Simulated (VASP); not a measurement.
# Ge in VASP: further runs

The runs below take Ge through single point, with PBEsol.

All numbers are computed with VASP 6.6.1; they aren't measurements. Logs are shortened: lines on timing, memory, paths and dates and some standing lists are left out, and cuts for length are marked.

## (1) The cell of the first run

The structure is orthorhombic, space group Cmmm (No. 65). Conventional cell: a = 2.775 Å, b = 4.881 Å, c = 2.650 Å, α = 90.00°, β = 90.00°, γ = 90.00°. Within 3.5 Å of Ge (site symmetry mmm) lie 8 Ge at 2.65 to 2.81 Å.

## (2) Single point, PBEsol

Input file INCAR:

```
SYSTEM = Ge
PREC = Accurate ; ENCUT = 500
EDIFF = 1E-6 ; ISMEAR = 1
SIGMA = 0.1 ; LREAL = .False.
LASPH = .True. ; NELM = 120
ALGO = Normal ; ISIF = 2
LWAVE = .False. ; LCHARG = .False.
GGA = PS ; NBANDS = 13
GGA_COMPAT = .False.
```

Input file KPOINTS:

```
Automatic mesh
0
Gamma
  11 11 10
  0 0 0
```

Input file POSCAR:

```
Ge
1.0
    1.3872660013     -2.4404837686      0.0000000000
    1.3872660013      2.4404837686      0.0000000000
    0.0000000000      0.0000000000      2.6503160252
Ge
1
Direct
    0.5000000000      0.5000000000      0.0000000000
```

Potentials or basis: VASP PAW PBE potentials, release 64 (Ge_d).

Started as:

```
$ cat potpaw_PBE.64/Ge_d/POTCAR > POTCAR
$ mpirun -np 1 vasp_std > vasp.out
```

OUTCAR:

```text
SYSTEM = Ge
   PREC = Accurate
   ENCUT = 500
   EDIFF = 1E-6
   ISMEAR = 1
   LREAL = .False.
   LASPH = .True.
   NELM = 120
   ISIF = 2
   GGA = PS

 ion  position               nearest neighbor table
   1  0.500  0.500  0.000-

  LATTYP: Found a base centered orthorhombic cell.
 ALAT       =     2.7745320026
 B/A-ratio  =     1.7592039063
 C/A-ratio  =     0.9552299353

  Lattice vectors:

 A1 = (   1.3872660013,  -2.4404837686,   0.0000000000)
 A2 = (   1.3872660013,   2.4404837686,   0.0000000000)
 A3 = (   0.0000000000,   0.0000000000,   2.6503160252)

Analysis of symmetry for initial positions (statically):
=====================================================================
 Subroutine PRICEL returns:
 Original cell was already a primitive cell.

 Routine SETGRP: Setting up the symmetry group for a
 base centered orthorhombic supercell.

 Subroutine GETGRP returns: Found  8 space group operations
 (whereof  8 operations were pure point group operations)
 out of a pool of  8 trial point group operations.

The static configuration has the point symmetry D_2h.

Analysis of symmetry for dynamics (positions and initial velocities):
=====================================================================
 Subroutine PRICEL returns:
 Original cell was already a primitive cell.

 Routine SETGRP: Setting up the symmetry group for a
 base centered orthorhombic supercell.

 Subroutine GETGRP returns: Found  8 space group operations
 (whereof  8 operations were pure point group operations)
 out of a pool of  8 trial point group operations.

The dynamic configuration has the point symmetry D_2h.

 Subroutine INISYM returns: Found  8 space group operations
 (whereof  8 operations are pure point group operations),
 and found     1 'primitive' translations

----------------------------------------------------------------------------------------

                                     Primitive cell

  volume of cell :      17.9458

  direct lattice vectors                    reciprocal lattice vectors
     1.387266001 -2.440483769  0.000000000     0.360421145 -0.204877413  0.000000000
     1.387266001  2.440483769  0.000000000     0.360421145  0.204877413  0.000000000
     0.000000000  0.000000000  2.650316025     0.000000000  0.000000000  0.377313494

  length of vectors
     2.807217124  2.807217124  2.650316025     0.414581905  0.414581905  0.377313494

  position of ions in fractional coordinates (direct lattice)
     0.500000000  0.500000000  0.000000000

  ion indices of the primitive-cell ions
   primitive index   ion index
                 1           1

----------------------------------------------------------------------------------------

 KPOINTS: Automatic mesh

Automatic generation of k-mesh.
 Grid dimensions read from file:
 generate k-points for:   11   11   10

 Generating k-lattice:

  Cartesian coordinates                     Fractional coordinates (reciprocal lattice)
     0.032765559 -0.018625219  0.000000000     0.090909091 -0.000000000  0.000000000
     0.032765559  0.018625219  0.000000000    -0.000000000  0.090909091  0.000000000
     0.000000000  0.000000000  0.037731349     0.000000000  0.000000000  0.100000000

  Length of vectors
     0.037689264  0.037689264  0.037731349

  Shift w.r.t. Gamma in fractional coordinates (k-lattice)
     0.000000000  0.000000000  0.000000000

 Subroutine IBZKPT returns following result:
 ===========================================

 Found    216 irreducible k-points:

 Following reciprocal coordinates:
            Coordinates               Weight
  0.000000  0.000000  0.000000      1.000000
  0.090909 -0.000000  0.000000      4.000000
  0.181818 -0.000000  0.000000      4.000000
  0.272727  0.000000  0.000000      4.000000
  0.363636  0.000000  0.000000      4.000000
  0.454545 -0.000000  0.000000      4.000000
[... 16 lines left out ...]
 -0.272727  0.181818  0.000000      4.000000
 -0.181818  0.181818  0.000000      2.000000
 [... further k-points ...]
   k-points           NKPTS =    216   k-points in BZ     NKDIM =    216   number of bands    NBANDS=     13
   number of dos      NEDOS =    301   number of ions     NIONS =      1
   total plane-waves  NPLWV =   8000
   dimension x,y,z NGX =    20 NGY =   20 NGZ =   20
   dimension x,y,z NGXF=    40 NGYF=   40 NGZF=   40
   ions per type =               1
   NGX,Y,Z   is equivalent  to a cutoff of  11.84, 11.84, 12.55 a.u.
   NGXF,Y,Z  is equivalent  to a cutoff of  23.69, 23.69, 25.09 a.u.
 SYSTEM =  Ge
   PREC   = accura    normal or accurate (medium, high low for compatibility)
   ISTART =      0    job   : 0-new  1-cont  2-samecut
   ICHARG =      2    charge: 1-file 2-atom 10-const
   ISPIN  =      1    spin polarized calculation?
   LNONCOLLINEAR =      F non collinear calculations
   LSORBIT =      F    spin-orbit coupling
   LASPH  =      T    aspherical Exc in radial PAW
   ENCUT  =  500.0 eV  36.75 Ry    6.06 a.u.   5.12  5.12  4.83*2*pi/ulx,y,z
   NELM   =    120;   NELMIN=  2; NELMDL= -5     # of ELM steps
   EDIFF  = 0.1E-05   stopping-criterion for ELM
   LREAL  =      F    real-space projection
   EDIFFG = 0.1E-04   stopping-criterion for IOM
   NSW    =      0    number of steps for IOM
   IBRION =     -1    ionic relax: 0-MD 1-quasi-New 2-CG
   NFREE  =      0    steps in history (QN), initial steepest desc. (CG)
   ISIF   =      2    stress and relaxation
   ISYM   =      2    0-nonsym 1-usesym 2-fastsym
   POTIM  = 0.5000    time-step for ionic-motion
   TEBEG  =    0.0;   TEEND  =   0.0 temperature during run
   PSTRESS=    0.0 pullay stress
   NELECT =      14.0000    total number of electrons
   NUPDOWN=      -1.0000    fix difference up-down
   EMIN   =  10.00;   EMAX   =-10.00  energy-range for DOS
   EFERMI =   0.00;   METHOD = LEGACY
   ISMEAR =     1;   SIGMA  =   0.10  broadening in eV -4-tet -1-fermi 0-gaus
   EFERMI_NEDOS =   21; number of points for ismear=-14 and -15
   IALGO  =     38    algorithm
   IMIX   =      4    mixing-type and parameters
     AMIX     =   0.40;   BMIX     =  1.00
     AMIX_MAG =   1.60;   BMIX_MAG =  1.00
  volume/ion in A,a.u.               =      17.95       121.10
  Fermi-wavevector in a.u.,A,eV,Ry     =   1.507057  2.847925 30.901843  2.271221
  Thomas-Fermi vector in A             =   2.617693
   LORBIT       =      0    0 simple, 1 ext, 2 COOP (PROOUT), +10 PAW based schemes
   GGA     = PS    functional components
   LHFCALC =     F    Hartree Fock is set to
   AEXX    =    0.0000 exact exchange contribution
   IVDW    =     0    specifies the selected vdW correction
   LEPSILON=     F    determine dielectric tensor
   LRPA    =     F    only Hartree local field effects (RPA)
 non-spin polarized calculation
 Methfessel and Paxton  Order N= 1 SIGMA  =   0.10
  energy-cutoff  :      500.00
  volume of cell :       17.95
 maximum number of plane-waves:       468
   NGX = 11   NGY = 11   NGZ =  9

 number of electron      14.0000016 magnetization

 Free energy of the ion-electron system (eV)
  ---------------------------------------------------
  ext. energy  EPLUGINS =         0.00000000
  ---------------------------------------------------
  free energy    TOTEN  =        -4.74720137 eV

  energy without entropy =       -4.74686845  energy(sigma->0) =       -4.74709039

 E-fermi :   7.0868     XC(G=0): -11.6349

 val. band max:        7.0830104828   @ k =   0.3636   0.2727   0.4000
 cond. band min:       7.0975970042   @ k =   0.4545   0.1818   0.1000
 fundamental gap:      0.0145865214
 Fermi energy:         7.0868338475

 k-point     1 :       0.0000    0.0000    0.0000
  band No.  band energies     occupation
      1     -17.6817      2.00000
      2     -17.5961      2.00000
      3     -17.5814      2.00000
      4     -17.4112      2.00000
      5     -17.4072      2.00000
      6      -6.5783      2.00000
      7      13.7210      0.00000
      8      15.8412      0.00000
      9      16.1619      0.00000
     10      17.3158      0.00000
     11      21.4531      0.00000
     12      21.9660      0.00000
     13      22.7511      0.00000

 k-point     2 :       0.0909   -0.0000    0.0000
  band No.  band energies     occupation
      1     -17.6749      2.00000
      2     -17.5907      2.00000
      3     -17.5768      2.00000
      4     -17.4144      2.00000
      5     -17.4107      2.00000
      6      -6.3667      2.00000
      7      13.9315      0.00000
      8      14.0247      0.00000
      9      15.2006      0.00000
     10      17.7706      0.00000
     11      19.8219      0.00000
     12      22.6651      0.00000
     13      24.0020      0.00000

 k-point     3 :       0.1818   -0.0000    0.0000
  band No.  band energies     occupation
      1     -17.6608      2.00000
      2     -17.5918      2.00000
      3     -17.5453      2.00000
      4     -17.4283      2.00000
      5     -17.4149      2.00000
      6      -5.7314      2.00000
      7      10.6637      0.00000
      8      13.8775      0.00000
      9      14.5506      0.00000
     10      17.4949      0.00000
     11      19.1026      0.00000
     12      25.1292      0.00000
     13      26.3937      0.00000

 k-point     4 :       0.2727    0.0000    0.0000
  band No.  band energies     occupation
      1     -17.6560      2.00000
      2     -17.5839      2.00000
      3     -17.5005      2.00000
      4     -17.4472      2.00000
      5     -17.4196      2.00000
      6      -4.6749      2.00000
      7       7.2875     -0.01567
      8      12.6862      0.00000
      9      15.5335      0.00000
     10      16.5082      0.00000
     11      19.8716      0.00000
     12      28.0922      0.00000
     13      28.7521      0.00000

 k-point     5 :       0.3636    0.0000    0.0000
  band No.  band energies     occupation
      1     -17.6635      2.00000
      2     -17.5660      2.00000
      3     -17.4645      2.00000
      4     -17.4587      2.00000
      5     -17.4238      2.00000
      6      -3.2185      2.00000
      7       4.2157      2.00000
      8      11.8345      0.00000
      9      15.7767      0.00000
     10      16.7563      0.00000
     11      21.1601      0.00000
     12      26.1747      0.00000
     13      27.2647      0.00000
[... 257 lines left out ...]
 k-point    22 :      -0.3636    0.1818    0.0000
  band No.  band energies     occupation
      1     -17.6305      2.00000
      2     -17.5983      2.00000
      3     -17.4889      2.00000
      4     -17.4519      2.00000
      5     -17.4242      2.00000
      6      -4.0891      2.00000
      7       7.0312      1.79861
      8       8.9920     -0.00000
      9      16.0521      0.00000
     10      20.0140      0.00000
     11      21.7138      0.00000
     12      24.1906      0.00000
     13      28.5554      0.00000

 k-point    23 :      -0.2727    0.1818    0.0000
  band No.  band energies     occupation
      1     -17.6525      2.00000
      2     -17.5983      2.00000
      3     -17.5144      2.00000
      4     -17.4404      2.00000
      5     -17.4160      2.00000
      6      -5.1291      2.00000
      7       8.7047     -0.00000
      8      11.8565      0.00000
      9      15.1141      0.00000
     10      18.7578      0.00000
     11      20.0140      0.00000
     12      24.4501      0.00000
     13      29.9659      0.00000

 k-point    24 :      -0.1818    0.1818    0.0000
  band No.  band energies     occupation
      1     -17.6641      2.00000
      2     -17.5984      2.00000
      3     -17.5385      2.00000
      4     -17.4303      2.00000
      5     -17.4115      2.00000
      6      -5.7527      2.00000
      7      10.3619      0.00000
      8      14.2235      0.00000
      9      14.5263      0.00000
     10      17.6346      0.00000
     11      19.2280      0.00000
     12      25.4532      0.00000
     13      26.3701      0.00000

 [... further k-points ...]

------------------------ aborting loop because EDIFF is reached ----------------------------------------

  FORCE on cell =-STRESS in cart. coord.  units (eV):
  Direction    XX          YY          ZZ          XY          YZ          ZX
  --------------------------------------------------------------------------------------
  -------------------------------------------------------------------------------------
  Total        0.2035236      0.2005741      0.1932671      0.0000000      0.0000000      0.0000000
  in kB       18.1702933     17.9069685     17.2546140      0.0000000      0.0000000      0.0000000
  external PRESSURE =      17.7772919 kB  Pullay stress =       0.0000000 kB

 VOLUME and BASIS-vectors are now :
 -----------------------------------------------------------------------------
  energy-cutoff  :      500.00
  volume of cell :       17.95
      direct lattice vectors                 reciprocal lattice vectors
     1.387266001 -2.440483769  0.000000000     0.360421145 -0.204877413  0.000000000
     1.387266001  2.440483769  0.000000000     0.360421145  0.204877413  0.000000000
     0.000000000  0.000000000  2.650316025     0.000000000  0.000000000  0.377313494

 POSITION                                       TOTAL-FORCE (eV/Angst)
 -----------------------------------------------------------------------------------
      1.38727      0.00000      0.00000         0.000000      0.000000      0.000000
 -----------------------------------------------------------------------------------
    total drift:                               -0.000000     -0.000000     -0.000000

  FREE ENERGIE OF THE ION-ELECTRON SYSTEM (eV)
  ---------------------------------------------------
  free  energy   TOTEN  =        -4.7472013668 eV

  energy  without entropy=       -4.7468684453  energy(sigma->0) =       -4.74709039
```

Wall time 16 s (1 thread of AMD EPYC 9R45 (Zen 5), shared host); peak memory 0.12 GiB.

What came out:

```
Free energy            : -4.7472 eV
Pressure               : 1.8 GPa
Band gap on the k mesh : zero (bands 7 and 8 overlap by 9.45 eV)
```

Stress tensor (GPa, compression positive):
```
1.82 0.00 0.00
0.00 1.79 0.00
0.00 0.00 1.73
```

Levels at points of the mesh, in eV from the Fermi level:
| k point | band 3 | band 4 | band 5 | band 6 | band 7 | band 8 | band 9 | band 10 | band 11 | band 12 |
| --- | --- | --- | --- | --- | --- | --- | --- | --- | --- | --- |
| (0.00, 0.00, 0.00) | -24.67 | -24.50 | -24.49 | -13.67 | 6.63 | 8.75 | 9.08 | 10.23 | 14.37 | 14.88 |
| (0.00, 0.00, 0.50) | -24.58 | -24.57 | -24.54 | -9.66 | -6.32 | 11.81 | 12.14 | 17.34 | 17.87 | 18.38 |

Caveat: the PAW data sets were made with another functional, which shifts forces and pressure a little.

[end of part 1 of 2]
